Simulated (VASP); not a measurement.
# BaTiO3 (Amm2) in VASP: a series of runs

The runs below take BaTiO3 through single point, with PBE.

Program: VASP 6.6.1. These are calculated values, not measurements. Logs are shortened: lines on timing, memory, paths and dates and some standing lists are left out, and cuts for length are marked.

## (1) The cell of the first run

It takes space group Amm2 (No. 38, orthorhombic). The conventional cell has a = 4.019 Å, b = 5.684 Å, c = 5.684 Å, α = 90.00°, β = 90.00°, γ = 90.00°. Ba (site symmetry mm2) has 12 O at 2.54 to 3.14 Å and 8 Ti at 3.48 Å within 3.5 Å. Ti (site symmetry mm2) has 6 O at 1.81 to 2.23 Å within 2.4 Å. Within 2.7 Å of O (site symmetry mm2) lie 2 Ti at 2.03 Å and 1 Ba at 2.54 Å. Within 2.4 Å of O (site symmetry m) lie 2 Ti at 1.81 to 2.23 Å.

## (2) Single point, PBE (all O atoms moved -0.300 Å, as atom 3 along Cartesian [1 -1 0])

File INCAR:

```
SYSTEM = BaTiO3
PREC     = Accurate       ! precision mode
ENCUT    = 520            ! plane-wave cutoff, eV
EDIFF    = 1E-6           ! SCF threshold, eV
ISMEAR   = 0              ! smearing method
SIGMA    = 0.05           ! smearing width, eV
LREAL    = .FALSE.        ! projectors in reciprocal space
LASPH    = .TRUE.         ! aspherical terms in the spheres
NELM     = 80             ! most SCF steps
ALGO     = Normal         ! electronic algorithm
ISIF     = 2              ! what is computed and relaxed
LWAVE    = .FALSE.        ! write WAVECAR
LCHARG   = .TRUE.         ! write CHGCAR
GGA      = PE             ! functional
LELF     = .TRUE.         ! ELF
LVHAR    = .TRUE.       
NBANDS   = 28             ! bands
```

File KPOINTS:

```
regular mesh
0
G
  8 8 8
  0 0 0
```

File POSCAR:

```
BaTiO3
1.0
    4.0192318613      0.0000000000      0.0000000000
    0.0000000000      4.0192318613      0.0000000000
    0.0000000000      0.0000000000      4.0192813205
Ba Ti O
1 1 3
Direct
    0.0000000000      0.0000000000      0.0000000000
    0.5000000000      0.5000000000      0.5000000000
    0.4472207522      0.5527792478      0.0000000000
    0.4472207522      0.0527792478      0.5000000000
   -0.0527792478      0.5527792478      0.5000000000
```

Potentials or basis: VASP PAW PBE potentials, release 64 (Ba_sv, Ti_sv, O).

On the command line:

```
$ cat potpaw_PBE.64/Ba_sv/POTCAR potpaw_PBE.64/Ti_sv/POTCAR potpaw_PBE.64/O/POTCAR > POTCAR
$ mpirun -np 1 vasp_std > vasp.out
```

OUTCAR:

```text
SYSTEM = BaTiO3
   PREC = Accurate
   ENCUT = 520
   EDIFF = 1E-6
   ISMEAR = 0
   LREAL = .FALSE.
   LASPH = .TRUE.
   NELM = 80
   ISIF = 2
   GGA = PE

 ion  position               nearest neighbor table
   1  0.000  0.000  0.000-   3 2.54   4 2.70   5 2.70   4 2.70   5 2.70   3 2.86   3 2.86   5 3.00
                             5 3.00   4 3.00   4 3.00   3 3.14   2 3.48   2 3.48   2 3.48   2 3.48
   2  0.500  0.500  0.500-   4 1.81   5 1.81   3 2.03   3 2.03   4 2.23   5 2.23   1 3.48   1 3.48
                             1 3.48   1 3.48   1 3.48   1 3.48   1 3.48   1 3.48
   3  0.447  0.553  0.000-   2 2.03   2 2.03   1 2.54   1 2.86   1 2.86   1 3.14
   4  0.447  0.053  0.500-   2 1.81   2 2.23   1 2.70   1 2.70   1 3.00   1 3.00
   5  0.947  0.553  0.500-   2 1.81   2 2.23   1 2.70   1 2.70   1 3.00   1 3.00

  LATTYP: Found a simple tetragonal cell.
 ALAT       =     4.0192318613
 C/A-ratio  =     1.0000123056

  Lattice vectors:

 A1 = (   4.0192318613,   0.0000000000,   0.0000000000)
 A2 = (   0.0000000000,   4.0192318613,   0.0000000000)
 A3 = (   0.0000000000,   0.0000000000,   4.0192813205)

Analysis of symmetry for initial positions (statically):
=====================================================================
 Subroutine PRICEL returns:
 Original cell was already a primitive cell.

 Routine SETGRP: Setting up the symmetry group for a
 simple tetragonal supercell.

 Subroutine GETGRP returns: Found  4 space group operations
 (whereof  4 operations were pure point group operations)
 out of a pool of 16 trial point group operations.

The static configuration has the point symmetry C_2v.

Analysis of symmetry for dynamics (positions and initial velocities):
=====================================================================
 Subroutine PRICEL returns:
 Original cell was already a primitive cell.

 Routine SETGRP: Setting up the symmetry group for a
 simple tetragonal supercell.

 Subroutine GETGRP returns: Found  4 space group operations
 (whereof  4 operations were pure point group operations)
 out of a pool of 16 trial point group operations.

The dynamic configuration has the point symmetry C_2v.

 Subroutine INISYM returns: Found  4 space group operations
 (whereof  4 operations are pure point group operations),
 and found     1 'primitive' translations

----------------------------------------------------------------------------------------

                                     Primitive cell

  volume of cell :      64.9284

  direct lattice vectors                    reciprocal lattice vectors
     4.019231861  0.000000000  0.000000000     0.248803760  0.000000000  0.000000000
     0.000000000  4.019231861  0.000000000     0.000000000  0.248803760  0.000000000
     0.000000000  0.000000000  4.019281321     0.000000000  0.000000000  0.248800698

  length of vectors
     4.019231861  4.019231861  4.019281321     0.248803760  0.248803760  0.248800698

  position of ions in fractional coordinates (direct lattice)
     0.000000000  0.000000000  0.000000000
     0.500000000  0.500000000  0.500000000
     0.447220752  0.552779248  0.000000000
     0.447220752  0.052779248  0.500000000
     0.947220752  0.552779248  0.500000000

  ion indices of the primitive-cell ions
   primitive index   ion index
                 1           1
                 2           2
                 3           3
                 4           4
                 5           5

----------------------------------------------------------------------------------------

 KPOINTS: regular mesh

Automatic generation of k-mesh.
 Grid dimensions read from file:
 generate k-points for:    8    8    8

 Generating k-lattice:

  Cartesian coordinates                     Fractional coordinates (reciprocal lattice)
     0.031100470  0.000000000  0.000000000     0.125000000  0.000000000  0.000000000
     0.000000000  0.031100470  0.000000000     0.000000000  0.125000000  0.000000000
     0.000000000  0.000000000  0.031100087     0.000000000  0.000000000  0.125000000

  Length of vectors
     0.031100470  0.031100470  0.031100087

  Shift w.r.t. Gamma in fractional coordinates (k-lattice)
     0.000000000  0.000000000  0.000000000

 Subroutine IBZKPT returns following result:
 ===========================================

 Found    105 irreducible k-points:

 Following reciprocal coordinates:
            Coordinates               Weight
  0.000000  0.000000  0.000000      1.000000
  0.125000  0.000000  0.000000      4.000000
  0.250000  0.000000  0.000000      4.000000
  0.375000  0.000000  0.000000      4.000000
  0.500000  0.000000  0.000000      2.000000
  0.125000  0.125000  0.000000      2.000000
[... 16 lines left out ...]
  0.125000  0.000000  0.125000      8.000000
  0.250000  0.000000  0.125000      8.000000
 [... further k-points ...]
   k-points           NKPTS =    105   k-points in BZ     NKDIM =    105   number of bands    NBANDS=     28
   number of dos      NEDOS =    301   number of ions     NIONS =      5
   total plane-waves  NPLWV =  27000
   dimension x,y,z NGX =    30 NGY =   30 NGZ =   30
   dimension x,y,z NGXF=    60 NGYF=   60 NGZF=   60
   ions per type =               1   1   3
   NGX,Y,Z   is equivalent  to a cutoff of  12.41, 12.41, 12.41 a.u.
   NGXF,Y,Z  is equivalent  to a cutoff of  24.82, 24.82, 24.82 a.u.
 SYSTEM =  BaTiO3
   PREC   = accura    normal or accurate (medium, high low for compatibility)
   ISTART =      0    job   : 0-new  1-cont  2-samecut
   ICHARG =      2    charge: 1-file 2-atom 10-const
   ISPIN  =      1    spin polarized calculation?
   LNONCOLLINEAR =      F non collinear calculations
   LSORBIT =      F    spin-orbit coupling
   LASPH  =      T    aspherical Exc in radial PAW
   ENCUT  =  520.0 eV  38.22 Ry    6.18 a.u.   7.47  7.47  7.47*2*pi/ulx,y,z
   NELM   =     80;   NELMIN=  2; NELMDL= -5     # of ELM steps
   EDIFF  = 0.1E-05   stopping-criterion for ELM
   LREAL  =      F    real-space projection
   EDIFFG = 0.1E-04   stopping-criterion for IOM
   NSW    =      0    number of steps for IOM
   IBRION =     -1    ionic relax: 0-MD 1-quasi-New 2-CG
   NFREE  =      0    steps in history (QN), initial steepest desc. (CG)
   ISIF   =      2    stress and relaxation
   ISYM   =      2    0-nonsym 1-usesym 2-fastsym
   POTIM  = 0.5000    time-step for ionic-motion
   TEBEG  =    0.0;   TEEND  =   0.0 temperature during run
   PSTRESS=    0.0 pullay stress
   NELECT =      40.0000    total number of electrons
   NUPDOWN=      -1.0000    fix difference up-down
   EMIN   =  10.00;   EMAX   =-10.00  energy-range for DOS
   EFERMI =   0.00;   METHOD = LEGACY
   ISMEAR =     0;   SIGMA  =   0.05  broadening in eV -4-tet -1-fermi 0-gaus
   EFERMI_NEDOS =   21; number of points for ismear=-14 and -15
   IALGO  =     38    algorithm
   IMIX   =      4    mixing-type and parameters
     AMIX     =   0.40;   BMIX     =  1.00
     AMIX_MAG =   1.60;   BMIX_MAG =  1.00
  volume/ion in A,a.u.               =      12.99        87.63
  Fermi-wavevector in a.u.,A,eV,Ry     =   1.392996  2.632381 26.401274  1.940439
  Thomas-Fermi vector in A             =   2.516685
   LORBIT       =      0    0 simple, 1 ext, 2 COOP (PROOUT), +10 PAW based schemes
   GGA     = PE    functional components
   LHFCALC =     F    Hartree Fock is set to
   AEXX    =    0.0000 exact exchange contribution
   IVDW    =     0    specifies the selected vdW correction
   LEPSILON=     F    determine dielectric tensor
   LRPA    =     F    only Hartree local field effects (RPA)
 non-spin polarized calculation
 Gauss-broadening in eV      SIGMA  =   0.05
  energy-cutoff  :      520.00
  volume of cell :       64.93
 maximum number of plane-waves:      1775
 NGX is ok and might be reduce to    30
   NGX = 15   NGY = 15   NGZ = 15

 number of electron      39.9999979 magnetization

 Free energy of the ion-electron system (eV)
  ---------------------------------------------------
  ext. energy  EPLUGINS =         0.00000000
  ---------------------------------------------------
  free energy    TOTEN  =       -39.84679281 eV

  energy without entropy =      -39.84679281  energy(sigma->0) =      -39.84679281

 E-fermi :   4.0552     XC(G=0): -11.1553

 val. band max:        3.6693315752   @ k =   0.5000   0.5000   0.5000
 cond. band min:       6.2447323766   @ k =   0.0000   0.0000   0.0000
 fundamental gap:      2.5754008014
 Fermi energy:         4.0552392080

 k-point     1 :       0.0000    0.0000    0.0000
  band No.  band energies     occupation
      1     -52.5486      2.00000
      2     -28.8672      2.00000
      3     -28.8518      2.00000
      4     -28.7525      2.00000
      5     -21.0898      2.00000
      6     -13.1777      2.00000
[... 20 lines left out ...]
     27       9.0324      0.00000
     28      10.7611      0.00000

 k-point     2 :       0.1250    0.0000    0.0000
  band No.  band energies     occupation
      1     -52.5485      2.00000
      2     -28.8719      2.00000
      3     -28.8543      2.00000
      4     -28.7522      2.00000
      5     -21.0732      2.00000
      6     -13.1751      2.00000
[... 20 lines left out ...]
     27       9.3020      0.00000
     28      11.1364      0.00000

 k-point     3 :       0.2500    0.0000    0.0000
  band No.  band energies     occupation
      1     -52.5482      2.00000
      2     -28.8871      2.00000
      3     -28.8562      2.00000
      4     -28.7515      2.00000
      5     -21.0326      2.00000
      6     -13.2138      2.00000
[... 20 lines left out ...]
     27      10.0008      0.00000
     28      12.0948      0.00000

 k-point     4 :       0.3750    0.0000    0.0000
  band No.  band energies     occupation
      1     -52.5478      2.00000
      2     -28.9040      2.00000
      3     -28.8563      2.00000
      4     -28.7509      2.00000
      5     -20.9913      2.00000
      6     -13.3004      2.00000
[... 578 lines left out ...]
     27       9.2669      0.00000
     28      11.0958      0.00000

 k-point    23 :       0.1250    0.0000    0.1250
  band No.  band energies     occupation
      1     -52.5484      2.00000
      2     -28.8716      2.00000
      3     -28.8540      2.00000
      4     -28.7593      2.00000
      5     -21.0568      2.00000
      6     -13.1930      2.00000
[... 20 lines left out ...]
     27       9.5510      0.00000
     28      11.3525      0.00000

 k-point    24 :       0.2500    0.0000    0.1250
  band No.  band energies     occupation
      1     -52.5480      2.00000
      2     -28.8867      2.00000
      3     -28.8559      2.00000
      4     -28.7585      2.00000
      5     -21.0183      2.00000
      6     -13.1966      2.00000
[... 20 lines left out ...]
     27      10.2619      0.00000
     28      12.0218      0.00000

 [... further k-points ...]
[... 5 lines left out ...]
  --------------------------------------------------------------------------------------
  -------------------------------------------------------------------------------------
  Total        4.1028535      4.1028535      1.4689070     -0.8651299      0.0000000      0.0000000
  in kB      101.2423151    101.2423151     36.2468564    -21.3480101      0.0000000      0.0000000
  external PRESSURE =      79.5771622 kB  Pullay stress =       0.0000000 kB

 VOLUME and BASIS-vectors are now :
 -----------------------------------------------------------------------------
  energy-cutoff  :      520.00
  volume of cell :       64.93
      direct lattice vectors                 reciprocal lattice vectors
     4.019231861  0.000000000  0.000000000     0.248803760  0.000000000  0.000000000
     0.000000000  4.019231861  0.000000000     0.000000000  0.248803760  0.000000000
     0.000000000  0.000000000  4.019281321     0.000000000  0.000000000  0.248800698

 POSITION                                       TOTAL-FORCE (eV/Angst)
 -----------------------------------------------------------------------------------
      0.00000      0.00000      0.00000        -0.774495      0.774495      0.000000
      2.00962      2.00962      2.00964        -0.632257      0.632257      0.000000
      1.79748      2.22175      0.00000         0.615676     -0.615676      0.000000
      1.79748      0.21213      2.00964         0.483291     -0.307785      0.000000
      3.80710      2.22175      2.00964         0.307785     -0.483291      0.000000
 -----------------------------------------------------------------------------------
    total drift:                               -0.000983      0.000983     -0.000000

  FREE ENERGIE OF THE ION-ELECTRON SYSTEM (eV)
  ---------------------------------------------------
  free  energy   TOTEN  =       -39.8467928124 eV

  energy  without entropy=      -39.8467928124  energy(sigma->0) =      -39.84679281
```

Run time: 78 s. Hardware: 1 thread of Intel Xeon 6975P-C (Granite Rapids), shared host; peak memory 0.31 GiB.

What came out:

| Quantity | Value |
| --- | --- |
| Free energy | -39.8468 eV |
| Pressure | 8.0 GPa |
| Largest force | 1.095 eV/Å |
| Band gap on the k mesh | 2.58 eV (least direct gap 3.07 eV) |

Forces on the atoms (eV/Å):
```
Ba  -0.774  0.774  0.000
Ti  -0.632  0.632  0.000
O    0.616 -0.616  0.000
O    0.483 -0.308  0.000
O    0.308 -0.483  0.000
```

Stress tensor (GPa, compression positive):
```
10.12 -2.13  0.00
-2.13 10.12  0.00
 0.00  0.00  3.62
```

Levels at points of the mesh, in eV from the valence-band top:
```
           k point  band 17  band 18  band 19  band 20  band 21  band 22  band 23  band 24
(0.00, 0.00, 0.00)    -1.27    -0.73    -0.64    -0.53     2.58     2.85     3.18     4.56
(0.50, 0.00, 0.00)    -2.03    -1.57    -1.08    -0.79     2.81     3.93     4.02     4.63
(0.50, 0.50, 0.00)    -1.50    -0.76    -0.72    -0.21     3.97     4.03     4.15     5.13
(0.00, 0.00, 0.50)    -1.67    -1.49    -1.29    -1.18     3.30     3.44     3.96     4.83
(0.50, 0.00, 0.50)    -1.59    -1.03    -0.93    -0.12     3.71     4.02     4.23     4.94
(0.50, 0.50, 0.50)    -2.18    -0.25    -0.12     0.00     4.17     4.35     4.52     6.42
```

Caveat: the cell differs from its parent crystal (all O atoms moved -0.300 Å, as atom 3 along Cartesian [1 -1 0]); the cell stands under pressure; spin-orbit coupling is left out, which moves the levels of the heavy elements; forces of over 1 eV/Å act on the atoms, so gaps and moduli don't describe the material at rest.

## (3) Single point, PBE (all O atoms moved +0.225 Å, as atom 3 along Cartesian [1 -1 0])

File INCAR:

```
SYSTEM = BaTiO3
ALGO = Normal
EDIFF = 1E-6
ENCUT = 520
GGA = PE
ISIF = 2
ISMEAR = 0
LASPH = .TRUE.
LCHARG = .FALSE.
LREAL = .FALSE.
LWAVE = .FALSE.
NBANDS = 28
NELM = 100
PREC = Accurate
SIGMA = 0.05
```

File KPOINTS:

```
k-points
0
G
  8 8 8
  0 0 0
```

File POSCAR:

```
BaTiO3
1.0
    4.0192318613      0.0000000000      0.0000000000
    0.0000000000      4.0192318613      0.0000000000
    0.0000000000      0.0000000000      4.0192813205
Ba Ti O
1 1 3
Direct
    0.0000000000      0.0000000000      0.0000000000
    0.5000000000      0.5000000000      0.5000000000
    0.5395844358      0.4604155642      0.0000000000
    0.5395844358     -0.0395844358      0.5000000000
    0.0395844358      0.4604155642      0.5000000000
```

Potentials or basis: VASP PAW PBE potentials, release 64 (Ba_sv, Ti_sv, O).

On the command line:

```
$ cat potpaw_PBE.64/Ba_sv/POTCAR potpaw_PBE.64/Ti_sv/POTCAR potpaw_PBE.64/O/POTCAR > POTCAR
$ mpirun -np 1 vasp_std > vasp.out
```

OUTCAR:

```text
SYSTEM = BaTiO3
   EDIFF = 1E-6
   ENCUT = 520
   GGA = PE
   ISIF = 2
   ISMEAR = 0
   LASPH = .TRUE.
   LREAL = .FALSE.
   NELM = 100
   PREC = Accurate

 ion  position               nearest neighbor table
   1  0.000  0.000  0.000-   3 2.62   4 2.74   5 2.74   4 2.74   5 2.74   3 2.85   3 2.85   4 2.96
                             4 2.96   5 2.96   5 2.96   3 3.07   2 3.48   2 3.48   2 3.48   2 3.48
   2  0.500  0.500  0.500-   4 1.86   5 1.86   3 2.02   3 2.02   5 2.17   4 2.17   1 3.48   1 3.48
[... 954 lines left out ...]
  -------------------------------------------------------------------------------------
  Total        2.5684970      2.5684970      1.1364382     -0.5818963      0.0000000      0.0000000
  in kB       63.3804205     63.3804205     28.0428325    -14.3589161      0.0000000      0.0000000
  external PRESSURE =      51.6012245 kB  Pullay stress =       0.0000000 kB

 VOLUME and BASIS-vectors are now :
 -----------------------------------------------------------------------------
  energy-cutoff  :      520.00
  volume of cell :       64.93
      direct lattice vectors                 reciprocal lattice vectors
     4.019231861  0.000000000  0.000000000     0.248803760  0.000000000  0.000000000
     0.000000000  4.019231861  0.000000000     0.000000000  0.248803760  0.000000000
     0.000000000  0.000000000  4.019281321     0.000000000  0.000000000  0.248800698

 POSITION                                       TOTAL-FORCE (eV/Angst)
 -----------------------------------------------------------------------------------
      0.00000      0.00000      0.00000         0.531002     -0.531002      0.000000
      2.00962      2.00962      2.00964         0.054362     -0.054362      0.000000
      2.16871      1.85052      0.00000        -0.377381      0.377381      0.000000
      2.16871      3.86013      2.00964        -0.335623     -0.127640      0.000000
      0.15910      1.85052      2.00964         0.127640      0.335623      0.000000
 -----------------------------------------------------------------------------------
    total drift:                                0.000559     -0.000559      0.000000

  FREE ENERGIE OF THE ION-ELECTRON SYSTEM (eV)
  ---------------------------------------------------
  free  energy   TOTEN  =       -39.9492988214 eV

  energy  without entropy=      -39.9492988214  energy(sigma->0) =      -39.94929882
```

Run time: 83 s. Hardware: 1 thread of Intel Xeon 6975P-C (Granite Rapids), shared host; peak memory 0.31 GiB.

What came out:

| Item | Value |
| --- | --- |
| Free energy | -39.9493 eV |
| Pressure | 5.2 GPa |
| Largest force | 0.751 eV/Å |
| Band gap on the k mesh | 2.24 eV (least direct gap 2.68 eV) |

Forces in eV/Å, atoms in the order of the input:
```
Ba   0.531 -0.531  0.000
Ti   0.054 -0.054  0.000
O   -0.377  0.377  0.000
O   -0.336 -0.128  0.000
O    0.128  0.336  0.000
```

Levels at points of the mesh, in eV from the valence-band top:
```tsv
k point	band 16	band 17	band 18	band 19	band 20	band 21	band 22	band 23	band 24	band 25
(0.00, 0.00, 0.00)	-1.41	-1.15	-0.55	-0.52	-0.43	2.24	2.45	2.67	4.28	4.50
(0.50, 0.00, 0.00)	-1.99	-1.94	-1.65	-0.95	-0.76	2.46	3.73	3.79	4.31	6.02
(0.50, 0.50, 0.00)	-2.78	-1.57	-0.81	-0.77	-0.17	3.75	3.80	4.04	4.96	7.53
(0.00, 0.00, 0.50)	-1.99	-1.72	-1.38	-1.23	-1.08	2.77	3.44	3.75	4.44	5.72
(0.50, 0.00, 0.50)	-2.54	-1.63	-0.96	-0.92	-0.10	3.62	3.80	4.06	4.82	7.46
(0.50, 0.50, 0.50)	-2.37	-2.26	-0.15	-0.07	0.00	4.14	4.26	4.34	6.47	6.56
```

Caveat: the cell differs from its parent crystal (all O atoms moved +0.225 Å, as atom 3 along Cartesian [1 -1 0]); the cell stands under pressure; spin-orbit coupling is left out, which moves the levels of the heavy elements. A k mesh can miss the band edges.

(Continued in part 2 of 2.)
